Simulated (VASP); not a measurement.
# MoS2 (P6_3/mmc) in VASP: a series of runs

Runs on MoS2. Level: PBEsol. Tasks: single point.

All numbers are computed with VASP 6.6.1; they aren't measurements. Logs are shortened: lines on timing, memory, paths and dates and some standing lists are left out, and cuts for length are marked.

### 1 The cell of the first run

It takes space group P6_3/mmc (No. 194, hexagonal). The conventional cell has a = 3.173 Å, b = 3.173 Å, c = 11.942 Å, α = 90.00°, β = 90.00°, γ = 120.00°. Within 3.1 Å of Mo (site symmetry -6m2) lie 6 S at 2.36 Å. S (site symmetry 3m) has 3 Mo at 2.36 Å and 1 S at 2.96 Å within 3.1 Å.

### 2 Single point, PBEsol

Contents of INCAR:

```
ALGO     = Normal         # electronic algorithm
EDIFF    = 1E-6           # SCF threshold, eV
ENCUT    = 520            # plane-wave cutoff, eV
GGA      = PS             # functional
ISIF     = 2              # what is computed and relaxed
ISMEAR   = 1              # smearing method
LASPH    = T              # aspherical terms in the spheres
LCHARG   = F              # write CHGCAR
LREAL    = F              # projectors in reciprocal space
LWAVE    = F              # write WAVECAR
NBANDS   = 35             # bands
NELM     = 60             # most SCF steps
PREC     = Accurate       # precision mode
SIGMA    = 0.0517         # smearing width, eV
```

Contents of KPOINTS:

```
k-points
0
Gamma
  12 12 2
```

Contents of POSCAR:

```
MoS2
1.0
    3.1731000000      0.0000000000      0.0000000000
   -1.5865500000      2.7479852087      0.0000000000
    0.0000000000      0.0000000000     11.9418000000
Mo S
2 4
Direct
    0.3333333333      0.6666666667      0.2500000000
    0.6666666667      0.3333333333      0.7500000000
    0.3333333333      0.6666666667      0.6259932117
    0.6666666667      0.3333333333      0.1259932117
    0.3333333333      0.6666666667      0.8740067883
    0.6666666667      0.3333333333      0.3740067883
```

Potentials or basis: VASP PAW PBE potentials, release 64 (Mo_sv, S).

Command:

```
cat potpaw_PBE.64/Mo_sv/POTCAR potpaw_PBE.64/S/POTCAR > POTCAR
mpirun -np 1 vasp_std > vasp.out
```

OUTCAR:

```text
EDIFF = 1E-6
   ENCUT = 520
   GGA = PS
   ISIF = 2
   ISMEAR = 1
   LASPH = T
   LREAL = F
   NELM = 60
   PREC = Accurate

 ion  position               nearest neighbor table
   1  0.333  0.667  0.250-   4 2.36   6 2.36   4 2.36   6 2.36   4 2.36   6 2.36
   2  0.667  0.333  0.750-   3 2.36   5 2.36   3 2.36   5 2.36   3 2.36   5 2.36
   3  0.333  0.667  0.626-   2 2.36   2 2.36   2 2.36
   4  0.667  0.333  0.126-   1 2.36   1 2.36   1 2.36
   5  0.333  0.667  0.874-   2 2.36   2 2.36   2 2.36
   6  0.667  0.333  0.374-   1 2.36   1 2.36   1 2.36

  LATTYP: Found a hexagonal cell.
 ALAT       =     3.1731000000
 C/A-ratio  =     3.7634489931

  Lattice vectors:

 A1 = (   3.1731000000,   0.0000000000,   0.0000000000)
 A2 = (  -1.5865500000,   2.7479852087,   0.0000000000)
 A3 = (   0.0000000000,   0.0000000000,  11.9418000000)

Analysis of symmetry for initial positions (statically):
=====================================================================
 Subroutine PRICEL returns:
 Original cell was already a primitive cell.

 Routine SETGRP: Setting up the symmetry group for a
 hexagonal supercell.

 Subroutine GETGRP returns: Found 24 space group operations
 (whereof 12 operations were pure point group operations)
 out of a pool of 24 trial point group operations.

The static configuration has the point symmetry D_3d.
 The point group associated with its full space group is D_6h.

Analysis of symmetry for dynamics (positions and initial velocities):
=====================================================================
 Subroutine PRICEL returns:
 Original cell was already a primitive cell.

 Routine SETGRP: Setting up the symmetry group for a
 hexagonal supercell.

 Subroutine GETGRP returns: Found 24 space group operations
 (whereof 12 operations were pure point group operations)
 out of a pool of 24 trial point group operations.

The dynamic configuration has the point symmetry D_3d.
 The point group associated with its full space group is D_6h.

 Subroutine INISYM returns: Found 24 space group operations
 (whereof 12 operations are pure point group operations),
 and found     1 'primitive' translations

----------------------------------------------------------------------------------------

                                     Primitive cell

  volume of cell :     104.1281

  direct lattice vectors                    reciprocal lattice vectors
     3.173100000  0.000000000  0.000000000     0.315149223  0.181951489  0.000000000
    -1.586550000  2.747985209  0.000000000     0.000000000  0.363902978  0.000000000
     0.000000000  0.000000000 11.941800000     0.000000000  0.000000000  0.083739470

  length of vectors
     3.173100000  3.173100000 11.941800000     0.363902978  0.363902978  0.083739470

  position of ions in fractional coordinates (direct lattice)
     0.333333333  0.666666667  0.250000000
     0.666666667  0.333333333  0.750000000
     0.333333333  0.666666667  0.625993212
     0.666666667  0.333333333  0.125993212
     0.333333333  0.666666667  0.874006788
     0.666666667  0.333333333  0.374006788

  ion indices of the primitive-cell ions
   primitive index   ion index
                 1           1
                 2           2
                 3           3
                 4           4
                 5           5
                 6           6

----------------------------------------------------------------------------------------

 KPOINTS: k-points

Automatic generation of k-mesh.
 Grid dimensions read from file:
 generate k-points for:   12   12    2

 Generating k-lattice:

  Cartesian coordinates                     Fractional coordinates (reciprocal lattice)
     0.026262435  0.015162624  0.000000000     0.083333333  0.000000000  0.000000000
     0.000000000  0.030325248  0.000000000     0.000000000  0.083333333  0.000000000
     0.000000000  0.000000000  0.041869735     0.000000000  0.000000000  0.500000000

  Length of vectors
     0.030325248  0.030325248  0.041869735

  Shift w.r.t. Gamma in fractional coordinates (k-lattice)
     0.000000000  0.000000000  0.000000000

 Subroutine IBZKPT returns following result:
 ===========================================

 Found     38 irreducible k-points:

 Following reciprocal coordinates:
            Coordinates               Weight
  0.000000  0.000000  0.000000      1.000000
  0.083333  0.000000  0.000000      6.000000
  0.166667 -0.000000  0.000000      6.000000
  0.250000 -0.000000  0.000000      6.000000
  0.333333 -0.000000  0.000000      6.000000
  0.416667 -0.000000  0.000000      6.000000
[... 16 lines left out ...]
  0.250000 -0.000000  0.500000      6.000000
  0.333333 -0.000000  0.500000      6.000000
 [... further k-points ...]
   k-points           NKPTS =     38   k-points in BZ     NKDIM =     38   number of bands    NBANDS=     35
   number of dos      NEDOS =    301   number of ions     NIONS =      6
   total plane-waves  NPLWV =  51840
   dimension x,y,z NGX =    24 NGY =   24 NGZ =   90
   dimension x,y,z NGXF=    48 NGYF=   48 NGZF=  180
   ions per type =               2   4
   NGX,Y,Z   is equivalent  to a cutoff of  12.57, 12.57, 12.53 a.u.
   NGXF,Y,Z  is equivalent  to a cutoff of  25.15, 25.15, 25.06 a.u.
 SYSTEM =  unknown system
   PREC   = accura    normal or accurate (medium, high low for compatibility)
   ISTART =      0    job   : 0-new  1-cont  2-samecut
   ICHARG =      2    charge: 1-file 2-atom 10-const
   ISPIN  =      1    spin polarized calculation?
   LNONCOLLINEAR =      F non collinear calculations
   LSORBIT =      F    spin-orbit coupling
   LASPH  =      T    aspherical Exc in radial PAW
   ENCUT  =  520.0 eV  38.22 Ry    6.18 a.u.   5.90  5.90 22.20*2*pi/ulx,y,z
   NELM   =     60;   NELMIN=  2; NELMDL= -5     # of ELM steps
   EDIFF  = 0.1E-05   stopping-criterion for ELM
   LREAL  =      F    real-space projection
   EDIFFG = 0.1E-04   stopping-criterion for IOM
   NSW    =      0    number of steps for IOM
   IBRION =     -1    ionic relax: 0-MD 1-quasi-New 2-CG
   NFREE  =      0    steps in history (QN), initial steepest desc. (CG)
   ISIF   =      2    stress and relaxation
   ISYM   =      2    0-nonsym 1-usesym 2-fastsym
   POTIM  = 0.5000    time-step for ionic-motion
   TEBEG  =    0.0;   TEEND  =   0.0 temperature during run
   PSTRESS=    0.0 pullay stress
   NELECT =      52.0000    total number of electrons
   NUPDOWN=      -1.0000    fix difference up-down
   EMIN   =  10.00;   EMAX   =-10.00  energy-range for DOS
   EFERMI =   0.00;   METHOD = LEGACY
   ISMEAR =     1;   SIGMA  =   0.05  broadening in eV -4-tet -1-fermi 0-gaus
   EFERMI_NEDOS =   21; number of points for ismear=-14 and -15
   IALGO  =     38    algorithm
   IMIX   =      4    mixing-type and parameters
     AMIX     =   0.40;   BMIX     =  1.00
     AMIX_MAG =   1.60;   BMIX_MAG =  1.00
  volume/ion in A,a.u.               =      17.35       117.12
  Fermi-wavevector in a.u.,A,eV,Ry     =   1.298833  2.454438 22.952580  1.686967
  Thomas-Fermi vector in A             =   2.430136
   LORBIT       =      0    0 simple, 1 ext, 2 COOP (PROOUT), +10 PAW based schemes
   GGA     = PS    functional components
   LHFCALC =     F    Hartree Fock is set to
   AEXX    =    0.0000 exact exchange contribution
   IVDW    =     0    specifies the selected vdW correction
   LEPSILON=     F    determine dielectric tensor
   LRPA    =     F    only Hartree local field effects (RPA)
 non-spin polarized calculation
 Methfessel and Paxton  Order N= 1 SIGMA  =   0.05
  energy-cutoff  :      520.00
  volume of cell :      104.13
 maximum number of plane-waves:      2832
 NGX is ok and might be reduce to    24
   NGX = 11   NGY = 11   NGZ = 45

 number of electron      52.0000001 magnetization

 Free energy of the ion-electron system (eV)
  ---------------------------------------------------
  ext. energy  EPLUGINS =         0.00000000
  ---------------------------------------------------
  free energy    TOTEN  =       -46.69157393 eV

  energy without entropy =      -46.69158434  energy(sigma->0) =      -46.69157740

 E-fermi :   8.1858     XC(G=0): -11.0983

 val. band max:        8.1422898625   @ k =   0.0000   0.0000   0.0000
 cond. band min:       8.5180367900   @ k =   0.3333   0.3333   0.0000
 fundamental gap:      0.3757469275
 Fermi energy:         8.1858151753

 k-point     1 :       0.0000    0.0000    0.0000
  band No.  band energies     occupation
      1     -53.6188      2.00000
      2     -53.6188      2.00000
      3     -27.8283      2.00000
      4     -27.8282      2.00000
      5     -27.6270      2.00000
      6     -27.6270      2.00000
[... 27 lines left out ...]
     34      10.4952      0.00000
     35      13.0923      0.00000

 k-point     2 :       0.0833    0.0000    0.0000
  band No.  band energies     occupation
      1     -53.6160      2.00000
      2     -53.6160      2.00000
      3     -27.8227      2.00000
      4     -27.8225      2.00000
      5     -27.6555      2.00000
      6     -27.6555      2.00000
[... 27 lines left out ...]
     34      10.3725      0.00000
     35      13.6107      0.00000

 k-point     3 :       0.1667   -0.0000    0.0000
  band No.  band energies     occupation
      1     -53.6085      2.00000
      2     -53.6085      2.00000
      3     -27.8071      2.00000
      4     -27.8070      2.00000
      5     -27.7328      2.00000
      6     -27.7328      2.00000
[... 27 lines left out ...]
     34      10.6642      0.00000
     35      14.7195      0.00000
[... 723 lines left out ...]
 k-point    23 :       0.2500   -0.0000    0.5000
  band No.  band energies     occupation
      1     -53.5981      2.00000
      2     -53.5981      2.00000
      3     -27.8368      2.00000
      4     -27.8368      2.00000
      5     -27.7857      2.00000
      6     -27.7857      2.00000
[... 27 lines left out ...]
     34      11.1236      0.00000
     35      15.2455      0.00000

 k-point    24 :       0.3333   -0.0000    0.5000
  band No.  band energies     occupation
      1     -53.5878      2.00000
      2     -53.5878      2.00000
      3     -27.9391      2.00000
      4     -27.9391      2.00000
      5     -27.7643      2.00000
      6     -27.7643      2.00000
[... 27 lines left out ...]
     34      11.5111      0.00000
     35      14.5082      0.00000

 [... further k-points ...]

------------------------ aborting loop because EDIFF is reached ----------------------------------------

  FORCE on cell =-STRESS in cart. coord.  units (eV):
  Direction    XX          YY          ZZ          XY          YZ          ZX
  --------------------------------------------------------------------------------------
  -------------------------------------------------------------------------------------
  Total        1.2982071      1.2982071      8.7968384      0.0000000      0.0000000     -0.0000000
  in kB       19.9749920     19.9749920    135.3534256      0.0000000      0.0000000     -0.0000000
  external PRESSURE =      58.4344699 kB  Pullay stress =       0.0000000 kB

 VOLUME and BASIS-vectors are now :
 -----------------------------------------------------------------------------
  energy-cutoff  :      520.00
  volume of cell :      104.13
      direct lattice vectors                 reciprocal lattice vectors
     3.173100000  0.000000000  0.000000000     0.315149223  0.181951489  0.000000000
    -1.586550000  2.747985209  0.000000000     0.000000000  0.363902978  0.000000000
     0.000000000  0.000000000 11.941800000     0.000000000  0.000000000  0.083739470

 POSITION                                       TOTAL-FORCE (eV/Angst)
 -----------------------------------------------------------------------------------
     -0.00000      1.83199      2.98545        -0.000000     -0.000000     -0.000000
      1.58655      0.91600      8.95635        -0.000000     -0.000000     -0.000000
     -0.00000      1.83199      7.47549        -0.000000      0.000000     -1.371374
      1.58655      0.91600      1.50459         0.000000     -0.000000     -1.371374
     -0.00000      1.83199     10.43721        -0.000000     -0.000000      1.371374
      1.58655      0.91600      4.46631         0.000000      0.000000      1.371374
 -----------------------------------------------------------------------------------
    total drift:                               -0.000000      0.000000     -0.000000

  FREE ENERGIE OF THE ION-ELECTRON SYSTEM (eV)
  ---------------------------------------------------
  free  energy   TOTEN  =       -46.6915739330 eV

  energy  without entropy=      -46.6915843410  energy(sigma->0) =      -46.69157740
```

Wall time 88 s (1 thread of Intel Xeon Platinum 8488C (Sapphire Rapids), shared host); peak memory 0.27 GiB.

What came out:

- Free energy: -46.6916 eV
- Pressure: 5.8 GPa
- Largest force: 1.371 eV/Å
- Band gap on the k mesh: 0.38 eV, indirect (least direct gap 1.49 eV)

Forces in eV/Å, atoms in the order of the input:
```
Mo   0.000  0.000  0.000
Mo   0.000  0.000  0.000
S    0.000  0.000 -1.371
S    0.000  0.000 -1.371
S    0.000  0.000  1.371
S    0.000  0.000  1.371
```

Stress tensor (GPa, compression positive):
```
 2.00  0.00  0.00
 0.00  2.00  0.00
 0.00  0.00 13.54
```

Levels at points of the mesh, in eV from the valence-band top:
| k point | band 23 | band 24 | band 25 | band 26 | band 27 | band 28 | band 29 | band 30 |
| --- | --- | --- | --- | --- | --- | --- | --- | --- |
| (0.00, 0.00, 0.00) | -2.88 | -1.25 | -1.21 | 0.00 | 1.76 | 1.76 | 1.77 | 1.77 |
| (0.50, 0.00, 0.00) | -2.37 | -2.17 | -1.85 | -1.64 | 1.12 | 1.18 | 1.64 | 1.84 |
| (0.00, 0.00, 0.50) | -2.72 | -2.72 | -0.27 | -0.27 | 1.76 | 1.76 | 1.76 | 1.76 |
| (0.50, 0.00, 0.50) | -2.27 | -2.27 | -1.73 | -1.73 | 1.14 | 1.14 | 1.75 | 1.75 |

Caveat: the PAW data sets were made with another functional, which shifts forces and pressure a little; this functional lacks dispersion, which binds the layers, so the pressure and a relaxed spacing across them are unreliable. A k mesh can miss the band edges.

(Continued in part 2 of 2.)
